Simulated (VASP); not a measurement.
# ZnS (F-43m) in VASP: further runs, part 2 of 2

VASP 6.6.1.

### Step 3. Vibrations by perturbation theory, PBE

This run uses another cell than the first one, of 16.17 Å³/atom.

File INCAR:

```
SYSTEM = ZnS
PREC = Accurate ; ENCUT = 520
EDIFF = 1E-8 ; ISMEAR = 0
SIGMA = 0.01 ; LREAL = .FALSE.
LASPH = .TRUE. ; NELM = 80
ALGO = Normal ; ISIF = 2
LWAVE = .FALSE. ; LCHARG = .FALSE.
GGA = PE ; IBRION = 8
NSW = 1 ; LEPSILON = .TRUE.
```

File KPOINTS:

```
Automatic mesh
0
G
  10 10 10
  0 0 0
```

File POSCAR:

```
ZnS
1.0
    0.0000000000      2.5288157982      2.5288157982
    2.5288157982      0.0000000000      2.5288157982
    2.5288157982      2.5288157982      0.0000000000
Zn S
1 1
Direct
    0.0000000000      0.0000000000      0.0000000000
    0.7500000000      0.7500000000      0.7500000000
```

Potentials or basis: VASP PAW PBE potentials, release 64 (Zn, S).

Command:

```
> cat potpaw_PBE.64/Zn/POTCAR potpaw_PBE.64/S/POTCAR > POTCAR
> mpirun -np 1 vasp_std > vasp.out
```

OUTCAR:

```text
SYSTEM = ZnS
   PREC = Accurate
   ENCUT = 520
   EDIFF = 1E-8
   ISMEAR = 0
   LREAL = .FALSE.
   LASPH = .TRUE.
   NELM = 80
   ISIF = 2
   GGA = PE
   IBRION = 8
   NSW = 1
   LEPSILON = .TRUE.

 ion  position               nearest neighbor table
   1  0.000  0.000  0.000-   2 2.19   2 2.19   2 2.19   2 2.19
   2  0.750  0.750  0.750-   1 2.19   1 2.19   1 2.19   1 2.19

  LATTYP: Found a face centered cubic cell.
 ALAT       =     5.0576315964

  Lattice vectors:

 A1 = (   0.0000000000,   2.5288157982,   2.5288157982)
 A2 = (   2.5288157982,   0.0000000000,   2.5288157982)
 A3 = (   2.5288157982,   2.5288157982,   0.0000000000)

Analysis of symmetry for initial positions (statically):
=====================================================================
 Subroutine PRICEL returns:
 Original cell was already a primitive cell.

 Routine SETGRP: Setting up the symmetry group for a
 face centered cubic supercell.

 Subroutine GETGRP returns: Found 24 space group operations
 (whereof 24 operations were pure point group operations)
 out of a pool of 48 trial point group operations.

The static configuration has the point symmetry T_d .

Analysis of symmetry for dynamics (positions and initial velocities):
=====================================================================
 Subroutine PRICEL returns:
 Original cell was already a primitive cell.

 Routine SETGRP: Setting up the symmetry group for a
 face centered cubic supercell.
[... 642 lines left out ...]

 PIEZOELECTRIC TENSOR (including local field effects)  for field in x, y, z        (C/m^2)
          XX          YY          ZZ          XY          YZ          ZX
  --------------------------------------------------------------------------------
  x     0.00000     0.00000    -0.00000     0.00000     0.59724     0.00000
  y     0.00000    -0.00000     0.00000     0.00000     0.00000     0.59724
  z    -0.00000    -0.00000     0.00000     0.59724     0.00000     0.00000

 BORN EFFECTIVE CHARGES (including local field effects) (in |e|, cummulative output)
 ---------------------------------------------------------------------------------
 ion    1
    1     1.73160     0.00000     0.00000
    2     0.00000     1.73160     0.00000
    3    -0.00000     0.00000     1.73160
 ion    2
    1    -1.73160    -0.00000    -0.00000
    2    -0.00000    -1.73160    -0.00000
    3     0.00000    -0.00000    -1.73160

 INTERNAL STRAIN TENSOR FOR ION    2 for displacements in x,y,z  (eV/Angst):
          X           Y           Z          XY          YZ          ZX
  --------------------------------------------------------------------------------
  x    -0.00000     0.00000     0.00000     0.00000    14.71981     0.00000
  y     0.00000     0.00000     0.00000     0.00000     0.00000    14.71981
  z     0.00000     0.00000    -0.00000    14.71981     0.00000     0.00000

 SECOND DERIVATIVES (NOT SYMMETRIZED)
 ------------------------------------
               1X          1Y          1Z          2X          2Y          2Z
  1X   -11.144634    0.000000    0.000000   11.144634    0.000000    0.000000
  1Y     0.000000  -11.144634    0.000000    0.000000   11.144634    0.000000
  1Z     0.000000    0.000000  -11.144634    0.000000    0.000000   11.144634
  2X    11.112836    0.000000    0.000000  -11.112836    0.000000    0.000000
  2Y     0.000000   11.112836    0.000000    0.000000  -11.112836    0.000000
  2Z     0.000000    0.000000   11.112836    0.000000    0.000000  -11.112836

 Eigenvectors and eigenvalues of the dynamical matrix
 ----------------------------------------------------

   1 f  =   11.240713 THz    70.627480 2PiTHz  374.949811 cm-1    46.487831 meV
             X         Y         Z           dx          dy          dz
      0.000000  0.000000  0.000000     0.000000    0.000000   -0.574162
      3.793224  3.793224  3.793224     0.000000    0.000000    0.818742
[... 21 lines left out ...]
   6 f/i=    0.007549 THz     0.047433 2PiTHz    0.251814 cm-1     0.031221 meV
             X         Y         Z           dx          dy          dz
      0.000000  0.000000  0.000000     0.818047   -0.029831   -0.015727
      3.793224  3.793224  3.793224     0.573675   -0.020920   -0.011029

--------------------------------------------------------------------------------------------------------

 MACROSCOPIC STATIC DIELECTRIC TENSOR IONIC CONTRIBUTION
 ------------------------------------------------------
           1.507421    -0.000000     0.000000
          -0.000000     1.507421    -0.000000
           0.000000    -0.000000     1.507421
 ------------------------------------------------------

 ELASTIC MODULI CONTR FROM IONIC RELAXATION (kBar)
 Direction    XX          YY          ZZ          XY          YZ          ZX
 --------------------------------------------------------------------------------
 XX          -0.0000     -0.0000     -0.0000      0.0000      0.0000     -0.0000
 YY          -0.0000     -0.0000     -0.0000      0.0000     -0.0000     -0.0000
 ZZ          -0.0000     -0.0000     -0.0000      0.0000      0.0000      0.0000
 XY           0.0000      0.0000      0.0000   -963.9047     -0.0000      0.0000
 YZ           0.0000     -0.0000      0.0000     -0.0000   -963.9047      0.0000
 ZX          -0.0000     -0.0000      0.0000      0.0000      0.0000   -963.9047
 --------------------------------------------------------------------------------

 PIEZOELECTRIC TENSOR IONIC CONTR  for field in x, y, z        (C/m^2)
          XX          YY          ZZ          XY          YZ          ZX
  --------------------------------------------------------------------------------
  x     0.00000    -0.00000     0.00000    -0.00000    -1.13424     0.00000
  y    -0.00000    -0.00000     0.00000     0.00000     0.00000    -1.13424
  z     0.00000     0.00000     0.00000    -1.13424    -0.00000     0.00000
```

OSZICAR:

```text
N       E                     dE             d eps       ncg     rms          rms(c)
DAV:   1     0.937800077693E+02    0.93780E+02   -0.94638E+03  1222   0.177E+03
DAV:   2    -0.579921678594E+00   -0.94360E+02   -0.89893E+02  1277   0.296E+02
DAV:   3    -0.672740868560E+01   -0.61475E+01   -0.61197E+01  1532   0.768E+01
DAV:   4    -0.680440757222E+01   -0.76999E-01   -0.76971E-01  1377   0.901E+00
[... 181 lines left out ...]
RMM:   9    -0.105456276654E+00    0.95481E-06    0.67866E-09  8107   0.329E-04    0.989E-05
RMM:  10    -0.105456532930E+00   -0.25628E-06    0.15046E-08  7886   0.125E-04    0.145E-05
RMM:  11    -0.105456644978E+00   -0.11205E-06    0.70002E-08  8191   0.584E-05    0.125E-05
RMM:  12    -0.105456655110E+00   -0.10132E-07    0.69842E-08  7845   0.349E-05    0.147E-06
RMM:  13    -0.105456659803E+00   -0.46936E-08    0.74467E-08  5416   0.276E-05    0.101E-06
 Linear response finished
```

stdout:

```text
POSCAR found type information on POSCAR ZnS
 POSCAR found :  2 types and       2 ions
 scaLAPACK will be used
 LDA part: xc-table for (Slater+PW92), standard interpolation
 POSCAR, INCAR and KPOINTS ok, starting setup
 FFT: planning ... GRIDC
 FFT: planning ... GRID_SOFT
 FFT: planning ... GRID
 WAVECAR not read
 entering main loop
[... 23 lines left out ...]
  Direction:   3
 dielectric tensor                  component  3 :     0.773     0.966     6.005
 Linear response DOF=           2
 Linear response progress:
 first order change of Fermi-energy  -0.16685E-01
 force on displaced ion       1 direction 1 : -11.145  -0.000  -0.000
 Born effective charge ion    1 direction 1 :   1.730   0.000   0.000
 Linear response progress:
 first order change of Fermi-energy   0.16952E-01
 force on displaced ion       2 direction 1 : -11.113   0.000   0.000
 Born effective charge ion    2 direction 1 :  -1.733   0.000   0.000
 Born effective charges drift removed
 Linear response finished
```

Run time: 17 min. Hardware: 1 thread of AMD EPYC 7R13, shared host; peak memory 0.3 GiB.

What came out:

```
Electronic dielectric tensor (diagonal)                 : 6.01
Born charges (mean of the diagonal)                     : Zn +1.73; S -1.73 e
Highest phonon frequency at Γ, LO-TO splitting left out : 375 cm⁻¹
```

Phonon frequencies in cm⁻¹ (negative: imaginary):
| q point | frequencies |
| --- | --- |
| (0.000, 0.000, 0.000) | 0 0 0 375 375 375 |

Electronic dielectric tensor:
```
6.01 0.00 0.00
0.00 6.01 0.00
0.00 0.00 6.01
```

Born effective charge tensors (e):
atom 1, Zn
```
1.73 0.00 0.00
0.00 1.73 0.00
0.00 0.00 1.73
```
atom 2, S
```
-1.73  0.00  0.00
 0.00 -1.73  0.00
 0.00  0.00 -1.73
```

Caveat: the cell stands under pressure or tension, which shifts response properties.

### Step 4. Vibrations by perturbation theory, PBE

This run uses another cell than the first one, of 14.97 Å³/atom.

File INCAR:

```
SYSTEM = ZnS
PREC = Accurate ; ENCUT = 520
EDIFF = 1E-8 ; ISMEAR = 0
SIGMA = 0.01 ; LREAL = .False.
LASPH = .True. ; NELM = 60
ALGO = Normal ; ISIF = 2
LWAVE = .False. ; LCHARG = .False.
GGA = PE ; IBRION = 8
NSW = 1 ; LEPSILON = .True.
```

File KPOINTS:

```
Automatic mesh
0
Gamma
  10 10 10
  0 0 0
```

File POSCAR:

```
ZnS
1.0
    0.0000000000      2.4646788120      2.4646788120
    2.4646788120      0.0000000000      2.4646788120
    2.4646788120      2.4646788120      0.0000000000
Zn S
1 1
Direct
    0.0000000000      0.0000000000      0.0000000000
    0.7500000000      0.7500000000      0.7500000000
```

Potentials or basis: VASP PAW PBE potentials, release 64 (Zn, S).

Command:

```
> cat potpaw_PBE.64/Zn/POTCAR potpaw_PBE.64/S/POTCAR > POTCAR
> mpirun -np 1 vasp_std > vasp.out
```

OUTCAR:

```text
SYSTEM = ZnS
   PREC = Accurate
   ENCUT = 520
   EDIFF = 1E-8
   ISMEAR = 0
   LREAL = .False.
   LASPH = .True.
   NELM = 60
   ISIF = 2
   GGA = PE
   IBRION = 8
   NSW = 1
   LEPSILON = .True.

 ion  position               nearest neighbor table
   1  0.000  0.000  0.000-   2 2.13   2 2.13   2 2.13   2 2.13
   2  0.750  0.750  0.750-   1 2.13   1 2.13   1 2.13   1 2.13

  LATTYP: Found a face centered cubic cell.
[... 714 lines left out ...]
      3.697018  3.697018  3.697018     0.819493    0.000000    0.000000
[... 21 lines left out ...]
   6 f/i=    0.008024 THz     0.050418 2PiTHz    0.267662 cm-1     0.033186 meV
             X         Y         Z           dx          dy          dz
      0.000000  0.000000  0.000000     0.000000    0.000000    0.819493
      3.697018  3.697018  3.697018     0.000000    0.000000    0.573090

--------------------------------------------------------------------------------------------------------

 MACROSCOPIC STATIC DIELECTRIC TENSOR IONIC CONTRIBUTION
 ------------------------------------------------------
           1.130926     0.000000     0.000000
           0.000000     1.130926     0.000000
           0.000000     0.000000     1.130926
 ------------------------------------------------------

 ELASTIC MODULI CONTR FROM IONIC RELAXATION (kBar)
 Direction    XX          YY          ZZ          XY          YZ          ZX
 --------------------------------------------------------------------------------
 XX          -0.0000     -0.0000      0.0000     -0.0000      0.0000      0.0000
 YY          -0.0000     -0.0000     -0.0000     -0.0000     -0.0000      0.0000
 ZZ           0.0000     -0.0000     -0.0000      0.0000     -0.0000      0.0000
 XY          -0.0000     -0.0000      0.0000  -1464.2887      0.0000      0.0000
 YZ           0.0000     -0.0000     -0.0000      0.0000  -1464.2887      0.0000
 ZX           0.0000      0.0000      0.0000      0.0000      0.0000  -1464.2887
 --------------------------------------------------------------------------------

 PIEZOELECTRIC TENSOR IONIC CONTR  for field in x, y, z        (C/m^2)
          XX          YY          ZZ          XY          YZ          ZX
  --------------------------------------------------------------------------------
  x     0.00000    -0.00000    -0.00000     0.00000    -1.21088     0.00000
  y     0.00000     0.00000     0.00000     0.00000     0.00000    -1.21088
  z    -0.00000    -0.00000     0.00000    -1.21088     0.00000     0.00000
```

OSZICAR:

```text
N       E                     dE             d eps       ncg     rms          rms(c)
DAV:   1     0.915530164085E+02    0.91553E+02   -0.95008E+03  1222   0.183E+03
[... 184 lines left out ...]
RMM:   6    -0.105357952745E+00    0.17099E-04   -0.21744E-06  7710   0.736E-03    0.567E-03
RMM:   7    -0.105367868003E+00   -0.99153E-05    0.11320E-07  7222   0.286E-03    0.104E-03
RMM:   8    -0.105363182297E+00    0.46857E-05   -0.28617E-08  7454   0.101E-03    0.846E-05
RMM:   9    -0.105362210951E+00    0.97135E-06    0.70154E-08  8116   0.343E-04    0.120E-04
RMM:  10    -0.105362453058E+00   -0.24211E-06    0.83585E-09  7925   0.115E-04    0.195E-05
RMM:  11    -0.105362528965E+00   -0.75907E-07   -0.10178E-08  8250   0.355E-05    0.770E-06
RMM:  12    -0.105362536450E+00   -0.74851E-08    0.69753E-09  7279   0.132E-05    0.128E-06
 Linear response finished
```

stdout:

```text
POSCAR found type information on POSCAR ZnS
 POSCAR found :  2 types and       2 ions
 scaLAPACK will be used
 LDA part: xc-table for (Slater+PW92), standard interpolation
 POSCAR, INCAR and KPOINTS ok, starting setup
 FFT: planning ... GRIDC
 FFT: planning ... GRID_SOFT
 FFT: planning ... GRID
 WAVECAR not read
 entering main loop
[... 23 lines left out ...]
  Direction:   3
 dielectric tensor                  component  3 :     0.806     1.021     6.138
 Linear response DOF=           2
 Linear response progress:
 first order change of Fermi-energy   0.16886E+00
 force on displaced ion       1 direction 1 : -13.925   0.000   0.000
 Born effective charge ion    1 direction 1 :   1.614   0.000   0.000
 Linear response progress:
 first order change of Fermi-energy  -0.16828E+00
 force on displaced ion       2 direction 1 : -13.963   0.000   0.000
 Born effective charge ion    2 direction 1 :  -1.617   0.000   0.000
 Born effective charges drift removed
 Linear response finished
```

It took 5.4 min on 1 thread of Intel Xeon Platinum 8559C (Emerald Rapids), shared host; peak memory 0.3 GiB.

What came out:

```
Electronic dielectric tensor (diagonal)                 : 6.14
Born charges (mean of the diagonal)                     : Zn +1.62; S -1.62 e
Highest phonon frequency at Γ, LO-TO splitting left out : 420 cm⁻¹
```

Phonon frequencies in cm⁻¹ (negative: imaginary):
```csv
q point,frequencies
"(0.000, 0.000, 0.000)",0 0 0 420 420 420
```

Electronic dielectric tensor:
```
6.14 0.00 0.00
0.00 6.14 0.00
0.00 0.00 6.14
```

Born effective charge tensors (e):
atom 1, Zn
```
1.62 0.00 0.00
0.00 1.62 0.00
0.00 0.00 1.62
```
atom 2, S
```
-1.62  0.00  0.00
 0.00 -1.62  0.00
 0.00  0.00 -1.62
```

Caveat: the cell stands under pressure or tension, which shifts response properties.
